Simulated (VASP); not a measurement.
# WSe2 in VASP: single point with PBE

Aim: the single point of WSe2 with PBE.

All numbers are computed with VASP 6.6.1; they aren't measurements. Logs are shortened: lines on timing, memory, paths and dates and some standing lists are left out, and cuts for length are marked.

## Step 1: The cell of the first run

The cell holds a slab with vacuum, 12 atoms: a = 3.321 Å, b = 3.321 Å, c = 42.162 Å, α = 90.00°, β = 90.00°, γ = 120.00°.

## Step 2: Single point, PBE

Input file INCAR:

```
  ALGO = Normal
  EDIFF = 1E-6
  ENCUT = 500
  GGA = PE
  GGA_COMPAT = False
  ISIF = 2
  ISMEAR = 0
  LASPH = True
  LCHARG = False
  LREAL = False
  LWAVE = False
  NBANDS = 64
  NELM = 120
  PREC = Accurate
  SIGMA = 0.05
```

Input file KPOINTS:

```
k-points
0
Gamma
  12 12 1
```

Input file POSCAR:

```
WSe2
1.0
    3.3206779314      0.0000000000      0.0000000000
   -1.6603389657      2.8757914463      0.0000000000
    0.0000000000      0.0000000000     42.1624923318
W Se
4 8
Direct
    0.6666666667      0.3333333333      0.9017078408
    0.6666666667      0.3333333333      0.2946354236
    0.3333333333      0.6666666667      0.7053645764
    0.3333333333      0.6666666667      0.0982921592
    0.3333333333      0.6666666667      0.9449957770
    0.3333333333      0.6666666667      0.3379184716
    0.6666666667      0.3333333333      0.7486532095
    0.6666666667      0.3333333333      0.1415801562
    0.3333333333      0.6666666667      0.8584198438
    0.3333333333      0.6666666667      0.2513467905
    0.6666666667      0.3333333333      0.6620815284
    0.6666666667      0.3333333333      0.0550042230
```

Potentials or basis: VASP PAW PBE potentials, release 64 (W_sv, Se).

Started as:

```sh
cat potpaw_PBE.64/W_sv/POTCAR potpaw_PBE.64/Se/POTCAR > POTCAR
mpirun -np 1 vasp_std > vasp.out
```

OUTCAR:

```text
EDIFF = 1E-6
   ENCUT = 500
   GGA = PE
   ISIF = 2
   ISMEAR = 0
   LASPH = True
   LREAL = False
   NELM = 120
   PREC = Accurate

 ion  position               nearest neighbor table
   1  0.667  0.333  0.902-   5 2.65   5 2.65   5 2.65   9 2.65   9 2.65   9 2.65
   2  0.667  0.333  0.295-   6 2.65   6 2.65   6 2.65  10 2.65  10 2.65  10 2.65
   3  0.333  0.667  0.705-  11 2.65  11 2.65  11 2.65   7 2.65   7 2.65   7 2.65
   4  0.333  0.667  0.098-  12 2.65  12 2.65  12 2.65   8 2.65   8 2.65   8 2.65
   5  0.333  0.667  0.945-   1 2.65   1 2.65   1 2.65
   6  0.333  0.667  0.338-   2 2.65   2 2.65   2 2.65
   7  0.667  0.333  0.749-   3 2.65   3 2.65   3 2.65
   8  0.667  0.333  0.142-   4 2.65   4 2.65   4 2.65
   9  0.333  0.667  0.858-   1 2.65   1 2.65   1 2.65
  10  0.333  0.667  0.251-   2 2.65   2 2.65   2 2.65
  11  0.667  0.333  0.662-   3 2.65   3 2.65   3 2.65
  12  0.667  0.333  0.055-   4 2.65   4 2.65   4 2.65

  LATTYP: Found a hexagonal cell.
 ALAT       =     3.3206779314
 C/A-ratio  =    12.6969532134

  Lattice vectors:

 A1 = (   3.3206779314,   0.0000000000,   0.0000000000)
 A2 = (  -1.6603389657,   2.8757914463,   0.0000000000)
 A3 = (   0.0000000000,   0.0000000000,  42.1624923318)

Analysis of symmetry for initial positions (statically):
=====================================================================
 Subroutine PRICEL returns:
 Original cell was already a primitive cell.

 Routine SETGRP: Setting up the symmetry group for a
 hexagonal supercell.

 Subroutine GETGRP returns: Found 12 space group operations
 (whereof 12 operations were pure point group operations)
 out of a pool of 24 trial point group operations.

The static configuration has the point symmetry D_3d.

Analysis of symmetry for dynamics (positions and initial velocities):
=====================================================================
 Subroutine PRICEL returns:
 Original cell was already a primitive cell.

 Routine SETGRP: Setting up the symmetry group for a
 hexagonal supercell.

 Subroutine GETGRP returns: Found 12 space group operations
 (whereof 12 operations were pure point group operations)
 out of a pool of 24 trial point group operations.

The dynamic configuration has the point symmetry D_3d.

 Subroutine INISYM returns: Found 12 space group operations
 (whereof 12 operations are pure point group operations),
 and found     1 'primitive' translations

----------------------------------------------------------------------------------------

                                     Primitive cell

  volume of cell :     402.6340

  direct lattice vectors                    reciprocal lattice vectors
     3.320677931  0.000000000  0.000000000     0.301143327  0.173865181  0.000000000
    -1.660338966  2.875791446  0.000000000     0.000000000  0.347730362  0.000000000
     0.000000000  0.000000000 42.162492332     0.000000000  0.000000000  0.023717763

  length of vectors
     3.320677931  3.320677931 42.162492332     0.347730362  0.347730362  0.023717763

  position of ions in fractional coordinates (direct lattice)
     0.666666667  0.333333333  0.901707841
     0.666666667  0.333333333  0.294635424
     0.333333333  0.666666667  0.705364576
     0.333333333  0.666666667  0.098292159
     0.333333333  0.666666667  0.944995777
     0.333333333  0.666666667  0.337918472
     0.666666667  0.333333333  0.748653209
     0.666666667  0.333333333  0.141580156
     0.333333333  0.666666667  0.858419844
     0.333333333  0.666666667  0.251346791
     0.666666667  0.333333333  0.662081528
     0.666666667  0.333333333  0.055004223

  ion indices of the primitive-cell ions
   primitive index   ion index
                 1           1
                 2           2
                 3           3
                 4           4
                 5           5
                 6           6
                 7           7
                 8           8
                 9           9
                10          10
                11          11
                12          12

----------------------------------------------------------------------------------------

 KPOINTS: k-points

Automatic generation of k-mesh.
 Grid dimensions read from file:
 generate k-points for:   12   12    1

 Generating k-lattice:

  Cartesian coordinates                     Fractional coordinates (reciprocal lattice)
     0.025095277  0.014488765  0.000000000     0.083333333  0.000000000  0.000000000
     0.000000000  0.028977530  0.000000000     0.000000000  0.083333333  0.000000000
     0.000000000  0.000000000  0.023717763     0.000000000  0.000000000  1.000000000

  Length of vectors
     0.028977530  0.028977530  0.023717763

  Shift w.r.t. Gamma in fractional coordinates (k-lattice)
     0.000000000  0.000000000  0.000000000

 Subroutine IBZKPT returns following result:
 ===========================================

 Found     19 irreducible k-points:

 Following reciprocal coordinates:
            Coordinates               Weight
  0.000000  0.000000  0.000000      1.000000
  0.083333  0.000000  0.000000      6.000000
  0.166667  0.000000  0.000000      6.000000
  0.250000  0.000000  0.000000      6.000000
  0.333333  0.000000  0.000000      6.000000
  0.416667  0.000000  0.000000      6.000000
[... 11 lines left out ...]
  0.333333  0.250000  0.000000     12.000000
  0.333333  0.333333  0.000000      2.000000
   k-points           NKPTS =     19   k-points in BZ     NKDIM =     19   number of bands    NBANDS=     64
   number of dos      NEDOS =    301   number of ions     NIONS =     12
   total plane-waves  NPLWV = 184320
   dimension x,y,z NGX =    24 NGY =   24 NGZ =  320
   dimension x,y,z NGXF=    48 NGYF=   48 NGZF=  640
   ions per type =               4   8
   NGX,Y,Z   is equivalent  to a cutoff of  12.02, 12.02, 12.62 a.u.
   NGXF,Y,Z  is equivalent  to a cutoff of  24.03, 24.03, 25.24 a.u.
 SYSTEM =  unknown system
   PREC   = accura    normal or accurate (medium, high low for compatibility)
   ISTART =      0    job   : 0-new  1-cont  2-samecut
   ICHARG =      2    charge: 1-file 2-atom 10-const
   ISPIN  =      1    spin polarized calculation?
   LNONCOLLINEAR =      F non collinear calculations
   LSORBIT =      F    spin-orbit coupling
   LASPH  =      T    aspherical Exc in radial PAW
   ENCUT  =  500.0 eV  36.75 Ry    6.06 a.u.   6.05  6.05 76.87*2*pi/ulx,y,z
   NELM   =    120;   NELMIN=  2; NELMDL= -5     # of ELM steps
   EDIFF  = 0.1E-05   stopping-criterion for ELM
   LREAL  =      F    real-space projection
   EDIFFG = 0.1E-04   stopping-criterion for IOM
   NSW    =      0    number of steps for IOM
   IBRION =     -1    ionic relax: 0-MD 1-quasi-New 2-CG
   NFREE  =      0    steps in history (QN), initial steepest desc. (CG)
   ISIF   =      2    stress and relaxation
   ISYM   =      2    0-nonsym 1-usesym 2-fastsym
   POTIM  = 0.5000    time-step for ionic-motion
   TEBEG  =    0.0;   TEEND  =   0.0 temperature during run
   PSTRESS=    0.0 pullay stress
   NELECT =     104.0000    total number of electrons
   NUPDOWN=      -1.0000    fix difference up-down
   EMIN   =  10.00;   EMAX   =-10.00  energy-range for DOS
   EFERMI =   0.00;   METHOD = LEGACY
   ISMEAR =     0;   SIGMA  =   0.05  broadening in eV -4-tet -1-fermi 0-gaus
   EFERMI_NEDOS =   21; number of points for ismear=-14 and -15
   IALGO  =     38    algorithm
   IMIX   =      4    mixing-type and parameters
     AMIX     =   0.40;   BMIX     =  1.00
     AMIX_MAG =   1.60;   BMIX_MAG =  1.00
  volume/ion in A,a.u.               =      33.55       226.43
  Fermi-wavevector in a.u.,A,eV,Ry     =   1.042595  1.970220 14.789603  1.087005
  Thomas-Fermi vector in A             =   2.177268
   LORBIT       =      0    0 simple, 1 ext, 2 COOP (PROOUT), +10 PAW based schemes
   GGA     = PE    functional components
   LHFCALC =     F    Hartree Fock is set to
   AEXX    =    0.0000 exact exchange contribution
   IVDW    =     0    specifies the selected vdW correction
   LEPSILON=     F    determine dielectric tensor
   LRPA    =     F    only Hartree local field effects (RPA)
 non-spin polarized calculation
 Gauss-broadening in eV      SIGMA  =   0.05
  energy-cutoff  :      500.00
  volume of cell :      402.63
 maximum number of plane-waves:     10344
   NGX = 13   NGY = 13   NGZ =153

 number of electron     103.9999984 magnetization

 Free energy of the ion-electron system (eV)
  ---------------------------------------------------
  ext. energy  EPLUGINS =         0.00000000
  ---------------------------------------------------
  free energy    TOTEN  =       -85.26293788 eV

  energy without entropy =      -85.26293788  energy(sigma->0) =      -85.26293788

 E-fermi :   2.1253     XC(G=0):  -7.3159

 val. band max:        1.6955520798   @ k =   0.3333   0.3333   0.0000
 cond. band min:       2.7908394301   @ k =   0.1667   0.1667   0.0000
 fundamental gap:      1.0952873504
 Fermi energy:         2.1253245648

 k-point     1 :       0.0000    0.0000    0.0000
  band No.  band energies     occupation
      1     -72.6013      2.00000
      2     -72.6013      2.00000
      3     -72.6011      2.00000
      4     -72.6011      2.00000
      5     -36.7793      2.00000
      6     -36.7793      2.00000
[... 56 lines left out ...]
     63       4.4199      0.00000
     64       4.4200      0.00000

 k-point     2 :       0.0833    0.0000    0.0000
  band No.  band energies     occupation
      1     -72.6008      2.00000
      2     -72.6008      2.00000
      3     -72.6006      2.00000
      4     -72.6006      2.00000
      5     -36.7771      2.00000
      6     -36.7771      2.00000
[... 56 lines left out ...]
     63       4.2328      0.00000
     64       4.2351      0.00000

 k-point     3 :       0.1667    0.0000    0.0000
  band No.  band energies     occupation
      1     -72.5993      2.00000
      2     -72.5993      2.00000
      3     -72.5991      2.00000
      4     -72.5991      2.00000
      5     -36.7710      2.00000
      6     -36.7710      2.00000
[... 1061 lines left out ...]
     63       4.5526      0.00000
     64       4.5657      0.00000

 k-point    19 :       0.3333    0.3333    0.0000
  band No.  band energies     occupation
      1     -72.5920      2.00000
      2     -72.5920      2.00000
      3     -72.5918      2.00000
      4     -72.5918      2.00000
      5     -36.7763      2.00000
      6     -36.7763      2.00000
[... 56 lines left out ...]
     63       4.6317      0.00000
     64       4.6317      0.00000

------------------------ aborting loop because EDIFF is reached ----------------------------------------

  FORCE on cell =-STRESS in cart. coord.  units (eV):
  Direction    XX          YY          ZZ          XY          YZ          ZX
  --------------------------------------------------------------------------------------
  -------------------------------------------------------------------------------------
  Total       -9.4588266     -9.4588266    -29.5379541     -0.0000000      0.0000000     -0.0000000
  in kB      -37.6389439    -37.6389439   -117.5386166     -0.0000000      0.0000000     -0.0000000
  external PRESSURE =     -64.2721681 kB  Pullay stress =       0.0000000 kB

 VOLUME and BASIS-vectors are now :
 -----------------------------------------------------------------------------
  energy-cutoff  :      500.00
  volume of cell :      402.63
      direct lattice vectors                 reciprocal lattice vectors
     3.320677931  0.000000000  0.000000000     0.301143327  0.173865181  0.000000000
    -1.660338966  2.875791446  0.000000000     0.000000000  0.347730362  0.000000000
     0.000000000  0.000000000 42.162492332     0.000000000  0.000000000  0.023717763

 POSITION                                       TOTAL-FORCE (eV/Angst)
 -----------------------------------------------------------------------------------
      1.66034      0.95860     38.01825        -0.000000      0.000000      0.000208
      1.66034      0.95860     12.42256        -0.000000      0.000000     -0.001315
     -0.00000      1.91719     29.73993        -0.000000     -0.000000      0.001315
     -0.00000      1.91719      4.14424         0.000000     -0.000000     -0.000208
     -0.00000      1.91719     39.84338        -0.000000      0.000000     -2.013284
     -0.00000      1.91719     14.24748        -0.000000      0.000000     -2.015475
      1.66034      0.95860     31.56509         0.000000     -0.000000     -2.013161
      1.66034      0.95860      5.96937         0.000000      0.000000     -2.013184
     -0.00000      1.91719     36.19312         0.000000      0.000000      2.013184
     -0.00000      1.91719     10.59741         0.000000      0.000000      2.013161
      1.66034      0.95860     27.91501        -0.000000     -0.000000      2.015475
      1.66034      0.95860      2.31912         0.000000     -0.000000      2.013284
 -----------------------------------------------------------------------------------
    total drift:                                0.000000     -0.000000     -0.000000

  FREE ENERGIE OF THE ION-ELECTRON SYSTEM (eV)
  ---------------------------------------------------
  free  energy   TOTEN  =       -85.2629378830 eV

  energy  without entropy=      -85.2629378830  energy(sigma->0) =      -85.26293788
```

Wall time 24 min (1 thread of Intel Xeon 8259CL, shared host); peak memory 0.65 GiB.

What came out:

| Item | Value |
| --- | --- |
| Free energy | -85.2629 eV |
| Largest force | 2.015 eV/Å |
| Band gap on the k mesh | 1.10 eV (least direct gap 1.77 eV) |

Forces in eV/Å, atoms in the order of the input:
```
W    0.000  0.000  0.000
W    0.000  0.000 -0.001
W    0.000  0.000  0.001
W    0.000  0.000  0.000
Se   0.000  0.000 -2.013
Se   0.000  0.000 -2.015
Se   0.000  0.000 -2.013
Se   0.000  0.000 -2.013
Se   0.000  0.000  2.013
Se   0.000  0.000  2.013
Se   0.000  0.000  2.015
Se   0.000  0.000  2.013
```

Caveat: there is no dipole correction, which matters where the two faces differ; spin-orbit coupling is left out, which moves the levels of the heavy elements.
